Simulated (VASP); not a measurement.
# Al (Fm-3m) in VASP: notebook

The runs below take Al through single point, with r2SCAN+D4.

All numbers are computed with VASP 6.6.1; they aren't measurements. Logs are shortened: lines on timing, memory, paths and dates and some standing lists are left out, and cuts for length are marked.

## (1) The cell of the first run

Symmetry: Fm-3m, No. 225, cubic system. The conventional cell has a = 4.103 Å, b = 4.103 Å, c = 4.103 Å, α = 90.00°, β = 90.00°, γ = 90.00°. Within 3.8 Å of Al (site symmetry m-3m) lie 12 Al at 2.90 Å.

## (2) Single point, r2SCAN+D4

File POSCAR:

```
Al
1.0
    0.0000000000      2.0514502267      2.0514502267
    2.0514502267      0.0000000000      2.0514502267
    2.0514502267      2.0514502267      0.0000000000
Al
1
Direct
    0.0000000000      0.0000000000      0.0000000000
```

File INCAR.step1:

```
SYSTEM = Al
PREC = Accurate
ENCUT = 520
ISMEAR = -1
SIGMA = 0.05
LREAL = .False.
LASPH = .True.
NELM = 60
NBANDS = 8
GGA = PE
ALGO = Normal
EDIFF = 1E-4
LWAVE = .True.
LCHARG = .False.
```

File INCAR.step2:

```
SYSTEM = Al
PREC = Accurate
ENCUT = 520
EDIFF = 1E-6
ISMEAR = -1
SIGMA = 0.05
LREAL = .False.
LASPH = .True.
NELM = 60
ALGO = Normal
ISIF = 2
LWAVE = .False.
LCHARG = .False.
METAGGA = R2SCAN
LMIXTAU = .True.
IVDW = 13
VDW_S6 = 1.0
VDW_S8 = 0.6018749
VDW_A1 = 0.51559235
VDW_A2 = 5.77342911
NBANDS = 8
ISTART = 1
```

File KPOINTS:

```
regular mesh
0
Gamma
  11 11 11
  0 0 0
```

Potentials or basis: VASP PAW PBE potentials, release 64 (Al).

Command:

```bash
$ cat potpaw_PBE.64/Al/POTCAR > POTCAR
$ cp INCAR.step1 INCAR
$ mpirun -np 1 vasp_std > vasp.out
$ cp INCAR.step2 INCAR
$ mpirun -np 1 vasp_std > vasp.out
```

OUTCAR:

```text
SYSTEM = Al
   PREC = Accurate
   ENCUT = 520
   EDIFF = 1E-6
   ISMEAR = -1
   LREAL = .False.
   LASPH = .True.
   NELM = 60
   ISIF = 2
   METAGGA = R2SCAN
   IVDW = 13
   ISTART = 1

 ion  position               nearest neighbor table
   1  0.000  0.000  0.000-

  LATTYP: Found a face centered cubic cell.
 ALAT       =     4.1029004534

  Lattice vectors:

 A1 = (   0.0000000000,   2.0514502267,   2.0514502267)
 A2 = (   2.0514502267,   0.0000000000,   2.0514502267)
 A3 = (   2.0514502267,   2.0514502267,   0.0000000000)

Analysis of symmetry for initial positions (statically):
=====================================================================
 Subroutine PRICEL returns:
 Original cell was already a primitive cell.

 Routine SETGRP: Setting up the symmetry group for a
 face centered cubic supercell.

 Subroutine GETGRP returns: Found 48 space group operations
[... 9 lines left out ...]

 Routine SETGRP: Setting up the symmetry group for a
 face centered cubic supercell.

 Subroutine GETGRP returns: Found 48 space group operations
 (whereof 48 operations were pure point group operations)
 out of a pool of 48 trial point group operations.

The dynamic configuration has the point symmetry O_h .

 Subroutine INISYM returns: Found 48 space group operations
 (whereof 48 operations are pure point group operations),
 and found     1 'primitive' translations

----------------------------------------------------------------------------------------

                                     Primitive cell

  volume of cell :      17.2668

  direct lattice vectors                    reciprocal lattice vectors
     0.000000000  2.051450227  2.051450227    -0.243730018  0.243730018  0.243730018
     2.051450227  0.000000000  2.051450227     0.243730018 -0.243730018  0.243730018
     2.051450227  2.051450227  0.000000000     0.243730018  0.243730018 -0.243730018

  length of vectors
     2.901188733  2.901188733  2.901188733     0.422152774  0.422152774  0.422152774

  position of ions in fractional coordinates (direct lattice)
     0.000000000  0.000000000  0.000000000

  ion indices of the primitive-cell ions
   primitive index   ion index
                 1           1

----------------------------------------------------------------------------------------

 KPOINTS: regular mesh

Automatic generation of k-mesh.
 Grid dimensions read from file:
 generate k-points for:   11   11   11

 Generating k-lattice:

  Cartesian coordinates                     Fractional coordinates (reciprocal lattice)
    -0.022157274  0.022157274  0.022157274     0.090909091  0.000000000  0.000000000
     0.022157274 -0.022157274  0.022157274     0.000000000  0.090909091  0.000000000
     0.022157274  0.022157274 -0.022157274     0.000000000  0.000000000  0.090909091

  Length of vectors
     0.038377525  0.038377525  0.038377525

  Shift w.r.t. Gamma in fractional coordinates (k-lattice)
     0.000000000  0.000000000  0.000000000

 Subroutine IBZKPT returns following result:
 ===========================================

 Found     56 irreducible k-points:

 Following reciprocal coordinates:
            Coordinates               Weight
  0.000000  0.000000  0.000000      1.000000
  0.090909  0.000000  0.000000      8.000000
  0.181818  0.000000  0.000000      8.000000
  0.272727  0.000000  0.000000      8.000000
  0.363636  0.000000  0.000000      8.000000
  0.454545  0.000000  0.000000      8.000000
[... 16 lines left out ...]
 -0.272727  0.181818  0.000000     24.000000
 -0.181818  0.181818  0.000000     12.000000
 [... further k-points ...]
   k-points           NKPTS =     56   k-points in BZ     NKDIM =     56   number of bands    NBANDS=      8
   number of dos      NEDOS =    301   number of ions     NIONS =      1
   total plane-waves  NPLWV =  13824
   dimension x,y,z NGX =    24 NGY =   24 NGZ =   24
   dimension x,y,z NGXF=    48 NGYF=   48 NGZF=   48
   ions per type =               1
   NGX,Y,Z   is equivalent  to a cutoff of  13.75, 13.75, 13.75 a.u.
   NGXF,Y,Z  is equivalent  to a cutoff of  27.51, 27.51, 27.51 a.u.
 SYSTEM =  Al
   PREC   = accura    normal or accurate (medium, high low for compatibility)
   ISTART =      1    job   : 0-new  1-cont  2-samecut
   ICHARG =      0    charge: 1-file 2-atom 10-const
   ISPIN  =      1    spin polarized calculation?
   LNONCOLLINEAR =      F non collinear calculations
   LSORBIT =      F    spin-orbit coupling
   LASPH  =      T    aspherical Exc in radial PAW
   ENCUT  =  520.0 eV  38.22 Ry    6.18 a.u.   5.39  5.39  5.39*2*pi/ulx,y,z
   NELM   =     60;   NELMIN=  2; NELMDL=  0     # of ELM steps
   EDIFF  = 0.1E-05   stopping-criterion for ELM
   LREAL  =      F    real-space projection
   EDIFFG = 0.1E-04   stopping-criterion for IOM
   NSW    =      0    number of steps for IOM
   IBRION =     -1    ionic relax: 0-MD 1-quasi-New 2-CG
   NFREE  =      0    steps in history (QN), initial steepest desc. (CG)
   ISIF   =      2    stress and relaxation
   ISYM   =      2    0-nonsym 1-usesym 2-fastsym
   POTIM  = 0.5000    time-step for ionic-motion
   TEBEG  =    0.0;   TEEND  =   0.0 temperature during run
   PSTRESS=    0.0 pullay stress
   NELECT =       3.0000    total number of electrons
   NUPDOWN=      -1.0000    fix difference up-down
   EMIN   =  10.00;   EMAX   =-10.00  energy-range for DOS
   EFERMI =   0.00;   METHOD = LEGACY
   ISMEAR =    -1;   SIGMA  =   0.05  broadening in eV -4-tet -1-fermi 0-gaus
   EFERMI_NEDOS =   21; number of points for ismear=-14 and -15
   IALGO  =     38    algorithm
   IMIX   =      4    mixing-type and parameters
     AMIX     =   0.40;   BMIX     =  1.00
     AMIX_MAG =   1.60;   BMIX_MAG =  1.00
  volume/ion in A,a.u.               =      17.27       116.52
  Fermi-wavevector in a.u.,A,eV,Ry     =   0.913505  1.726274 11.353945  0.834491
  Thomas-Fermi vector in A             =   2.038024
   LORBIT       =      0    0 simple, 1 ext, 2 COOP (PROOUT), +10 PAW based schemes
   METAGGA = R2SCAN    functional components
   LHFCALC =     F    Hartree Fock is set to
   AEXX    =    0.0000 exact exchange contribution
   IVDW    =    13    specifies the selected vdW correction
   LEPSILON=     F    determine dielectric tensor
   LRPA    =     F    only Hartree local field effects (RPA)
 non-spin polarized calculation
  energy-cutoff  :      520.00
  volume of cell :       17.27
 maximum number of plane-waves:       483
 NGX is ok and might be reduce to    24
   NGX = 11   NGY = 11   NGZ = 11

 number of electron       3.0000000 magnetization

 Free energy of the ion-electron system (eV)
  ---------------------------------------------------
  ext. energy  EPLUGINS =         0.00000000
  ---------------------------------------------------
  free energy    TOTEN  =        -6.71689214 eV

  energy without entropy =       -6.71297730  energy(sigma->0) =       -6.71493472

 E-fermi :   7.5610     XC(G=0): -10.7399

 val. band max:        7.5382964340   @ k =  -0.4545   0.3636   0.0000
 cond. band min:       7.5889402079   @ k =   0.4545   0.1818   0.0909
 fundamental gap:      0.0506437739
 Fermi energy:         7.5610498781

 k-point     1 :       0.0000    0.0000    0.0000
  band No.  band energies     occupation
      1      -3.9698      2.00000
      2      20.6237      0.00000
      3      20.6237      0.00000
      4      20.6237      0.00000
      5      22.1549      0.00000
      6      22.1549      0.00000
      7      22.1549      0.00000
      8      24.5903      0.00000

 k-point     2 :       0.0909    0.0000    0.0000
  band No.  band energies     occupation
      1      -3.7377      2.00000
      2      17.5980      0.00000
      3      19.9585      0.00000
      4      19.9585      0.00000
      5      22.8485      0.00000
      6      23.1706      0.00000
      7      23.1706      0.00000
      8      26.5005      0.00000

 k-point     3 :       0.1818    0.0000    0.0000
  band No.  band energies     occupation
      1      -3.0437      2.00000
      2      13.8145      0.00000
      3      19.1995      0.00000
      4      19.1995      0.00000
      5      22.6143      0.00000
      6      24.0233      0.00000
      7      24.0233      0.00000
      8      25.5767      0.00000

 k-point     4 :       0.2727    0.0000    0.0000
  band No.  band energies     occupation
      1      -1.8940      2.00000
      2      10.2578      0.00000
      3      18.7757      0.00000
      4      18.7757      0.00000
      5      22.4012      0.00000
      6      22.4170      0.00000
      7      22.4170      0.00000
      8      26.5813      0.00000

 k-point     5 :       0.3636    0.0000    0.0000
  band No.  band energies     occupation
      1      -0.2988      2.00000
      2       7.0358      1.99995
      3      18.7306      0.00000
      4      18.7306      0.00000
      5      20.9330      0.00000
      6      20.9330      0.00000
      7      22.4781      0.00000
      8      25.0346      0.00000
[... 177 lines left out ...]
 k-point    22 :      -0.3636    0.1818    0.0000
  band No.  band energies     occupation
      1       1.7995      2.00000
      2       5.8501      2.00000
      3      12.4118      0.00000
      4      16.9360      0.00000
      5      18.9253      0.00000
      6      23.5542      0.00000
      7      26.2799      0.00000
      8      29.3038      0.00000

 k-point    23 :      -0.2727    0.1818    0.0000
  band No.  band energies     occupation
      1      -0.0726      2.00000
      2       8.7392      0.00000
      3      12.2723      0.00000
      4      18.2002      0.00000
      5      20.2699      0.00000
      6      23.3169      0.00000
      7      25.8136      0.00000
      8      26.3565      0.00000

 k-point    24 :      -0.1818    0.1818    0.0000
  band No.  band energies     occupation
      1      -1.5127      2.00000
      2      11.5099      0.00000
      3      13.0334      0.00000
      4      19.8435      0.00000
      5      21.9501      0.00000
      6      23.0139      0.00000
      7      24.1869      0.00000
      8      25.1561      0.00000

 [... further k-points ...]

------------------------ aborting loop because EDIFF is reached ----------------------------------------

  DFT-D4 for vdW energy calculation

  Edisp (eV):   -0.11350

  FORCE on cell =-STRESS in cart. coord.  units (eV):
  Direction    XX          YY          ZZ          XY          YZ          ZX
  --------------------------------------------------------------------------------------
  -------------------------------------------------------------------------------------
  Total      -0.78813    -0.78813    -0.78813    -0.00000     0.00000     0.00000
  in kB     -73.12999   -73.12999   -73.12999    -0.00000     0.00000     0.00000
  external pressure =      -73.13 kB  Pullay stress =        0.00 kB

 VOLUME and BASIS-vectors are now :
 -----------------------------------------------------------------------------
  energy-cutoff  :      520.00
  volume of cell :       17.27
      direct lattice vectors                 reciprocal lattice vectors
     0.000000000  2.051450227  2.051450227    -0.243730018  0.243730018  0.243730018
     2.051450227  0.000000000  2.051450227     0.243730018 -0.243730018  0.243730018
     2.051450227  2.051450227  0.000000000     0.243730018  0.243730018 -0.243730018

 POSITION                                       TOTAL-FORCE (eV/Angst)
 -----------------------------------------------------------------------------------
      0.00000      0.00000      0.00000         0.000000      0.000000      0.000000
 -----------------------------------------------------------------------------------
    total drift:                                0.000000     -0.000000     -0.000000

  FREE ENERGIE OF THE ION-ELECTRON SYSTEM (eV)
  ---------------------------------------------------
  free  energy   TOTEN  =        -6.8303925443 eV

  energy  without entropy=       -6.8264777080  energy(sigma->0) =       -6.82843513
```

Run time: 15 s. Hardware: 1 thread of Intel Xeon Platinum 8559C (Emerald Rapids), shared host; peak memory 0.13 GiB.

Results:

| Property | Result |
| --- | --- |
| Free energy | -6.8304 eV |
| Pressure | -7.3 GPa |
| Dispersion energy per atom | -0.114 eV |

Caveat: the PAW data sets were made with another functional, which shifts forces and pressure a little; pairwise dispersion overbinds metals, which lowers pressure and volume.

## (3) Single point, r2SCAN+D4

This run uses another cell than the first one, of 17.60 Å³/atom, 1.019 times its volume.

File POSCAR:

```
Al
1.0
    0.0000000000      2.0645171409      2.0645171409
    2.0645171409      0.0000000000      2.0645171409
    2.0645171409      2.0645171409      0.0000000000
Al
1
Direct
    0.0000000000      0.0000000000      0.0000000000
```

File INCAR.step1:

```
PREC = Accurate
ENCUT = 520
ISMEAR = -1
SIGMA = 0.05
LREAL = F
LASPH = T
NELM = 60
NBANDS = 8
GGA = PE
ALGO = Normal
EDIFF = 1E-4
LWAVE = T
LCHARG = F
```

File INCAR.step2:

```
PREC = Accurate
ENCUT = 520
EDIFF = 1E-7
ISMEAR = -1
SIGMA = 0.05
LREAL = F
LASPH = T
NELM = 60
ALGO = Normal
ISIF = 2
LWAVE = F
LCHARG = T
METAGGA = R2SCAN
LMIXTAU = T
IVDW = 13
VDW_S6 = 1.0
VDW_S8 = 0.6018749
VDW_A1 = 0.51559235
VDW_A2 = 5.77342911
LELF = T
LVHAR = T
NBANDS = 8
ISTART = 1
```

File KPOINTS:

```
regular mesh
0
Gamma
  11 11 11
```

Potentials or basis: VASP PAW PBE potentials, release 64 (Al).

Command:

```bash
$ cat potpaw_PBE.64/Al/POTCAR > POTCAR
$ cp INCAR.step1 INCAR
$ mpirun -np 1 vasp_std > vasp.out
$ cp INCAR.step2 INCAR
$ mpirun -np 1 vasp_std > vasp.out
```

Run time: 19 s. Hardware: 1 thread of Intel Xeon Platinum 8559C (Emerald Rapids), shared host; peak memory 0.13 GiB.

It converged, with:

```yaml
Free_energy: -6.8140 eV
Pressure: -8.4 GPa
Dispersion_energy_per_atom: -0.112 eV
```

Levels at points of the mesh, in eV from the Fermi level:
| k point | band 1 | band 2 | band 3 | band 4 | band 5 |
| --- | --- | --- | --- | --- | --- |
| (0.00, 0.00, 0.00) | -11.40 | 12.95 | 12.95 | 12.95 | 14.34 |

Caveat: the PAW data sets were made with another functional, which shifts forces and pressure a little; pairwise dispersion overbinds metals, which lowers pressure and volume.
